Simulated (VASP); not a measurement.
# YbC (Pm-3m) in VASP: single point with PBEsol

Aim: the single point of YbC with PBEsol.

Everything below comes from runs of VASP 6.6.1. Logs are shortened: lines on timing, memory, paths and dates and some standing lists are left out, and cuts for length are marked.

## Step 1: The cell of the first run

Symmetry: Pm-3m, No. 221, cubic system. Conventional cell: a = 2.986 Å, b = 2.986 Å, c = 2.986 Å, α = 90.00°, β = 90.00°, γ = 90.00°. Yb (site symmetry m-3m) has 8 C at 2.59 Å and 6 Yb at 2.99 Å within 3.4 Å. C (site symmetry m-3m) has 8 Yb at 2.59 Å and 6 C at 2.99 Å within 3.4 Å.

## Step 2: Single point, PBEsol, collinear spin

Contents of POSCAR:

```
YbC
1.0
    2.9863482762      0.0000000000      0.0000000000
    0.0000000000      2.9863482762      0.0000000000
    0.0000000000      0.0000000000      2.9863482762
Yb C
1 1
Direct
    0.0000000000      0.0000000000      0.0000000000
    0.5000000000      0.5000000000      0.5000000000
```

Contents of INCAR.step1:

```
PREC = Accurate
ENCUT = 520
EDIFF = 1E-7
ISMEAR = 0
SIGMA = 0.05
LREAL = False
LASPH = True
NELM = 150
ALGO = Normal
ISIF = 2
LWAVE = False
LCHARG = True
ISPIN = 2
MAGMOM = 0.05 0
LMAXMIX = 6
GGA = PS
NBANDS = 25
```

Contents of KPOINTS.step1:

```
Automatic mesh
0
Gamma
  10 10 10
```

Contents of INCAR.step2:

```
PREC = Accurate
ENCUT = 520
EDIFF = 1E-7
ISMEAR = -5
SIGMA = 0.05
LREAL = False
LASPH = True
NELM = 150
ALGO = Normal
ISIF = 2
LWAVE = False
LCHARG = False
ISPIN = 2
MAGMOM = 0.05 0
LORBIT = 11
LMAXMIX = 6
GGA = PS
NBANDS = 25
NEDOS = 1001
ICHARG = 11
```

Contents of KPOINTS.step2:

```
Automatic mesh
0
Gamma
  15 15 15
```

Potentials or basis: VASP PAW PBE potentials, release 64 (Yb, C).

Launch:

```sh
> cat potpaw_PBE.64/Yb/POTCAR potpaw_PBE.64/C/POTCAR > POTCAR
> cp INCAR.step1 INCAR
> cp KPOINTS.step1 KPOINTS
> mpirun -np 1 vasp_std > vasp.out
> cp INCAR.step2 INCAR
> cp KPOINTS.step2 KPOINTS
> mpirun -np 1 vasp_std > vasp.out
```

OUTCAR:

```text
PREC = Accurate
   ENCUT = 520
   EDIFF = 1E-7
   ISMEAR = -5
   LREAL = False
   LASPH = True
   NELM = 150
   ISIF = 2
   ISPIN = 2
   LORBIT = 11
   GGA = PS
   ICHARG = 11

 ion  position               nearest neighbor table
   1  0.000  0.000  0.000-   2 2.59   2 2.59   2 2.59   2 2.59   2 2.59   2 2.59   2 2.59   2 2.59

   2  0.500  0.500  0.500-   1 2.59   1 2.59   1 2.59   1 2.59   1 2.59   1 2.59   1 2.59   1 2.59

  LATTYP: Found a simple cubic cell.
 ALAT       =     2.9863482762

  Lattice vectors:

 A1 = (   2.9863482762,   0.0000000000,   0.0000000000)
 A2 = (   0.0000000000,   2.9863482762,   0.0000000000)
 A3 = (   0.0000000000,   0.0000000000,   2.9863482762)

Analysis of symmetry for initial positions (statically):
=====================================================================
 Subroutine PRICEL returns:
 Original cell was already a primitive cell.

 Routine SETGRP: Setting up the symmetry group for a
 simple cubic supercell.

 Subroutine GETGRP returns: Found 48 space group operations
 (whereof 48 operations were pure point group operations)
 out of a pool of 48 trial point group operations.

The static configuration has the point symmetry O_h .

Analysis of symmetry for dynamics (positions and initial velocities):
=====================================================================
 Subroutine PRICEL returns:
 Original cell was already a primitive cell.

 Routine SETGRP: Setting up the symmetry group for a
 simple cubic supercell.

 Subroutine GETGRP returns: Found 48 space group operations
 (whereof 48 operations were pure point group operations)
 out of a pool of 48 trial point group operations.

The dynamic configuration has the point symmetry O_h .

Analysis of structural, dynamic, and magnetic symmetry:
=====================================================================
 Subroutine PRICEL returns:
 Original cell was already a primitive cell.

 Routine SETGRP: Setting up the symmetry group for a
 simple cubic supercell.

 Subroutine GETGRP returns: Found 48 space group operations
 (whereof 48 operations were pure point group operations)
 out of a pool of 48 trial point group operations.

The overall configuration has the point symmetry O_h .

 Subroutine INISYM returns: Found 48 space group operations
 (whereof 48 operations are pure point group operations),
 and found     1 'primitive' translations

[... 110 lines left out ...]
   EFERMI =   0.00;   METHOD = LEGACY
   ISMEAR =    -5;   SIGMA  =   0.05  broadening in eV -4-tet -1-fermi 0-gaus
   EFERMI_NEDOS =   21; number of points for ismear=-14 and -15
   IALGO  =     38    algorithm
   IMIX   =      4    mixing-type and parameters
     AMIX     =   0.40;   BMIX     =  1.00
     AMIX_MAG =   1.60;   BMIX_MAG =  1.00
  volume/ion in A,a.u.               =      13.32        89.86
  Fermi-wavevector in a.u.,A,eV,Ry     =   1.664640  3.145714 37.702113  2.771027
  Thomas-Fermi vector in A             =   2.751149
   LORBIT       =     11    0 simple, 1 ext, 2 COOP (PROOUT), +10 PAW based schemes
   GGA     = PS    functional components
   LHFCALC =     F    Hartree Fock is set to
   AEXX    =    0.0000 exact exchange contribution
   IVDW    =     0    specifies the selected vdW correction
   LEPSILON=     F    determine dielectric tensor
   LRPA    =     F    only Hartree local field effects (RPA)
 spin polarized calculation
 Fermi weights with tetrahedron method with Bloechl corrections
  energy-cutoff  :      520.00
  volume of cell :       26.63
 maximum number of plane-waves:       739
 NGX is ok and might be reduce to    24

 number of electron      28.0000000 magnetization      -0.0000012

 Free energy of the ion-electron system (eV)
  ---------------------------------------------------
  ext. energy  EPLUGINS =         0.00000000
  ---------------------------------------------------
  free energy    TOTEN  =       -12.43010237 eV

  energy without entropy =      -12.43010237  energy(sigma->0) =      -12.43010237

 E-fermi :   3.9619     XC(G=0): -12.7688

 val. band max:        3.9884327009   @ k =   0.4000   0.0667   0.0000
 cond. band min:       3.9513701745   @ k =   0.2667   0.2667   0.2000
 fundamental gap:     -0.0370625264
 Fermi energy:         3.9619146881

 spin component 1

 k-point     1 :       0.0000    0.0000    0.0000
  band No.  band energies     occupation
      1     -47.3580      1.00000
      2     -19.0467      1.00000
      3     -19.0467      1.00000
      4     -19.0467      1.00000
      5      -7.6209      1.00000
      6       3.0758      1.00000
[... 661 lines left out ...]
     24      22.4190      0.00000
     25      23.6419      0.00000

 [... further k-points ...]

 spin component 2

 k-point     1 :       0.0000    0.0000    0.0000
  band No.  band energies     occupation
      1     -47.3580      1.00000
      2     -19.0467      1.00000
      3     -19.0467      1.00000
      4     -19.0467      1.00000
      5      -7.6209      1.00000
      6       3.0758      1.00000
[... 661 lines left out ...]
     24      22.4190      0.00000
     25      23.6436      0.00000

 [... further k-points ...]
[... 5 lines left out ...]
  --------------------------------------------------------------------------------------
  -------------------------------------------------------------------------------------
  Total        0.2715269      0.2715269      0.2715269      0.0000000      0.0000000      0.0000000
  in kB       16.3343610     16.3343610     16.3343610      0.0000000      0.0000000      0.0000000
  external PRESSURE =      16.3343610 kB  Pullay stress =       0.0000000 kB

 VOLUME and BASIS-vectors are now :
 -----------------------------------------------------------------------------
  energy-cutoff  :      520.00
  volume of cell :       26.63
      direct lattice vectors                 reciprocal lattice vectors
     2.986348276  0.000000000  0.000000000     0.334857126  0.000000000  0.000000000
     0.000000000  2.986348276  0.000000000     0.000000000  0.334857126  0.000000000
     0.000000000  0.000000000  2.986348276     0.000000000  0.000000000  0.334857126

 POSITION                                       TOTAL-FORCE (eV/Angst)
 -----------------------------------------------------------------------------------
      0.00000      0.00000      0.00000         0.000000      0.000000      0.000000
      1.49317      1.49317      1.49317         0.000000      0.000000      0.000000
 -----------------------------------------------------------------------------------
    total drift:                                0.000000      0.000000      0.000000

  FREE ENERGIE OF THE ION-ELECTRON SYSTEM (eV)
  ---------------------------------------------------
  free  energy   TOTEN  =       -12.4301023684 eV

  energy  without entropy=      -12.4301023684  energy(sigma->0) =      -12.43010237

 total charge

# of ion       s       p       d       f       tot
--------------------------------------------------
    1        2.178   6.129   0.639  13.430  22.376
    2        0.900   1.311   0.000   0.000   2.211
--------------------------------------------------
tot          3.079   7.440   0.639  13.430  24.587

 magnetization (x)

# of ion       s       p       d       f       tot
--------------------------------------------------
    1        0.000  -0.000   0.000   0.000   0.000
    2       -0.000  -0.000   0.000   0.000  -0.000
--------------------------------------------------
tot          0.000  -0.000   0.000   0.000   0.000
```

OSZICAR.step1:

```text
N       E                     dE             d eps       ncg     rms          rms(c)
DAV:   1     0.137007636639E+03    0.13701E+03   -0.91962E+03  8019   0.735E+03
DAV:   2     0.338176266511E+01   -0.13363E+03   -0.12344E+03  7634   0.694E+02
DAV:   3    -0.124427197978E+02   -0.15824E+02   -0.15225E+02  7190   0.115E+02
[... 37 lines left out ...]
DAV:  41    -0.124258533465E+02    0.26730E-05   -0.11742E-05  9621   0.111E-01    0.320E-01
DAV:  42    -0.124258537280E+02   -0.38156E-06   -0.20536E-06  8951   0.222E-02    0.134E-01
DAV:  43    -0.124258533403E+02    0.38775E-06   -0.31819E-07  7263   0.154E-02    0.309E-02
DAV:  44    -0.124258530861E+02    0.25416E-06   -0.12653E-07  3788   0.182E-02    0.249E-02
DAV:  45    -0.124258530136E+02    0.72559E-07   -0.48021E-08  4237   0.307E-03
   1 F= -.12425853E+02 E0= -.12424754E+02  d E =-.219755E-02  mag=    -0.0000
```

It took 9.9 min on 1 thread of Intel Xeon 8259CL, shared host; peak memory 0.25 GiB.

Results:

```yaml
Net_moment: 0.00 μB per cell
Valence_electrons_inside_the_program's_atomic_spheres: Yb 22.38; C 2.21
```

Caveat: the PAW data sets were made with another functional, which shifts forces and pressure a little; spin-orbit coupling is left out, which moves the levels of the heavy elements.
